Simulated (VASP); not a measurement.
A run of VASP 6.6.1 is set up as follows.

The input INCAR:

```
SYSTEM = BeTe
PREC     = Accurate       ! precision mode
ENCUT    = 520            ! plane-wave cutoff, eV
EDIFF    = 1E-8           ! SCF threshold, eV
ISMEAR   = 0              ! smearing method
SIGMA    = 0.01           ! smearing width, eV
LREAL    = .FALSE.        ! projectors in reciprocal space
LASPH    = .TRUE.         ! aspherical terms in the spheres
NELM     = 80             ! most SCF steps
ALGO     = Normal         ! electronic algorithm
ISIF     = 2              ! what is computed and relaxed
LWAVE    = .FALSE.        ! write WAVECAR
LCHARG   = .FALSE.        ! write CHGCAR
GGA      = PS             ! functional
NBANDS   = 11             ! bands
IBRION   = 8              ! ionic algorithm
NSW      = 1              ! ionic steps
LEPSILON = .TRUE.         ! dielectric tensor by DFPT
```

File KPOINTS:

```
Automatic mesh
0
G
  8 8 8
  0 0 0
```

Contents of POSCAR:

```
BeTe
1.0
    0.0000000000      2.7700000000      2.7700000000
    2.7700000000      0.0000000000      2.7700000000
    2.7700000000      2.7700000000      0.0000000000
Te Be
1 1
Direct
    0.7500000000      0.7500000000      0.7500000000
    0.0000000000      0.0000000000      0.0000000000
```

Potentials or basis: VASP PAW PBE potentials, release 64 (Te, Be).

Launch:

```console
$ cat potpaw_PBE.64/Te/POTCAR potpaw_PBE.64/Be/POTCAR > POTCAR
$ mpirun -np 1 vasp_std > vasp.out
```

Question: Estimate the electronic dielectric tensor (diagonal).

Answer: 7.76.

Question: Estimate the Born charges (mean of the diagonal).

Answer: Te -1.23; Be +1.23 e.

Question: Predict the highest phonon frequency at Γ, LO-TO splitting left out.

Answer: 497 cm⁻¹.

Electronic dielectric tensor:
```
7.76 0.00 0.00
0.00 7.76 0.00
0.00 0.00 7.76
```

Caveat: the cell wasn't relaxed at this level first, which shifts response properties.
